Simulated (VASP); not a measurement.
B24HN24 (a cell with a defect): single point with PBE

B24HN24 (a cell with a defect):

```
B N H
1.0
     0.00000    0.00000    8.34316
     7.53654   -4.35123    0.00000
     0.00000    8.70245    0.00000
B N H
24 24 1
Direct
  0.20460 0.00000 0.16827
  0.21283 0.50017 0.16696
  0.20705 0.33491 0.33491
  0.21283 0.16696 0.50017
  0.20705 0.00000 0.66509
  0.21283 0.83304 0.33320
  0.21283 0.66680 0.49983
  0.21283 0.49983 0.66680
  0.21283 0.33320 0.83304
  0.20460 0.16827 0.00000
  0.20460 0.83173 0.83173
  0.20705 0.66509 0.00000
  0.79540 0.16827 0.16827
  0.78717 0.66680 0.16696
  0.78717 0.50017 0.33320
  0.78717 0.33320 0.50017
  0.78717 0.16696 0.66680
  0.79295 0.00000 0.33491
  0.78717 0.83304 0.49983
  0.79295 0.66509 0.66509
  0.78717 0.49983 0.83304
  0.79295 0.33491 0.00000
  0.79540 0.00000 0.83173
  0.79540 0.83173 0.00000
  0.80134 0.00000 0.16655
  0.78782 0.50013 0.16660
  0.78821 0.33326 0.33326
  0.78782 0.16660 0.50013
  0.78821 0.00000 0.66674
  0.78782 0.83340 0.33353
  0.78782 0.66647 0.49987
  0.78782 0.49987 0.66647
  0.78782 0.33353 0.83340
  0.80134 0.16655 0.00000
  0.80134 0.83345 0.83345
  0.78821 0.66674 0.00000
  0.19866 0.16655 0.16655
  0.21218 0.66647 0.16660
  0.21218 0.50013 0.33353
  0.21218 0.33353 0.50013
  0.21218 0.16660 0.66647
  0.21179 0.00000 0.33326
  0.21218 0.83340 0.49987
  0.21179 0.66674 0.66674
  0.21218 0.49987 0.83340
  0.21179 0.33326 0.00000
  0.19866 0.00000 0.83345
  0.19866 0.83345 0.00000
  0.00000 0.00000 0.00000
```

```json
{
 "Program": "VASP 6.6.1",
 "Task": "single point",
 "Functional": "PBE",
 "Potentials or basis": "VASP PAW PBE potentials, release 64 (B, N, H)",
 "Cutoff": "520 eV",
 "k mesh": "2 × 2 × 2",
 "Occupations": "gaussian, width 0.01 eV",
 "Spin": "no spin polarisation",
 "Dipole correction": "no",
 "Charge": "1",
 "Further INCAR settings": "LREAL = Auto; ALGO = Normal; EDIFF = 1e-06; NBANDS = 126; NELECT = 192.0"
}
```

- Largest force: 0.012 eV/Å

Forces in eV/Å, atoms in the order of the input:
```
B    0.000  0.012 -0.003
B    0.004  0.001  0.003
B    0.003  0.002  0.002
B    0.002  0.003  0.003
B    0.000 -0.004  0.002
B   -0.002  0.003  0.003
B   -0.001 -0.004  0.003
B   -0.004  0.001  0.003
B    0.001 -0.004  0.003
B    0.010 -0.006 -0.003
B   -0.010 -0.006 -0.003
B   -0.003  0.002  0.002
B    0.010  0.006  0.003
B   -0.001  0.004 -0.003
B    0.004 -0.001 -0.003
B    0.001  0.004 -0.003
B    0.002 -0.003 -0.003
B    0.000  0.004 -0.002
B   -0.002 -0.003 -0.003
B   -0.003 -0.002 -0.002
B   -0.004 -0.001 -0.003
B    0.003 -0.002 -0.002
B    0.000 -0.012  0.003
B   -0.010  0.006  0.003
N    0.000 -0.007 -0.001
N   -0.003 -0.001  0.001
N   -0.004 -0.002 -0.002
N   -0.002 -0.002  0.001
N    0.000  0.004 -0.002
N    0.002 -0.002  0.001
N    0.001  0.003  0.001
N    0.003 -0.001  0.001
N   -0.001  0.003  0.001
N   -0.006  0.004 -0.001
N    0.006  0.004 -0.001
N    0.004 -0.002 -0.002
N   -0.006 -0.004  0.001
N    0.001 -0.003 -0.001
N   -0.003  0.001 -0.001
N   -0.001 -0.003 -0.001
N   -0.002  0.002 -0.001
N    0.000 -0.004  0.002
N    0.002  0.002 -0.001
N    0.004  0.002  0.002
N    0.003  0.001 -0.001
N   -0.004  0.002  0.002
N    0.000  0.007  0.001
N    0.006 -0.004  0.001
H    0.000  0.000  0.000
```

Levels at points of the mesh, in eV from the Fermi level:
| k point | band 94 | band 95 | band 96 | band 97 | band 98 | band 99 |
| --- | --- | --- | --- | --- | --- | --- |
| (0.00, 0.00, 0.00) | -0.08 | -0.07 | -0.07 | 0.63 | 4.41 | 4.41 |
| (0.50, 0.00, 0.00) | -0.08 | -0.07 | -0.07 | 0.69 | 4.45 | 4.45 |
| (0.00, 0.50, 0.00) | -0.69 | -0.55 | -0.36 | 0.84 | 4.60 | 4.64 |
| (0.50, 0.50, 0.00) | -0.66 | -0.56 | -0.39 | 0.90 | 4.65 | 4.67 |

It took 16 min on 1 thread of Oxide Virtual Turin-like Processor (shared host), peak memory 0.69 GiB.

Caveat: the cell carries a net charge on a neutralising background, which shifts energy and pressure; the cell is charged against a uniform background, so pressure and absolute levels hang on convention.
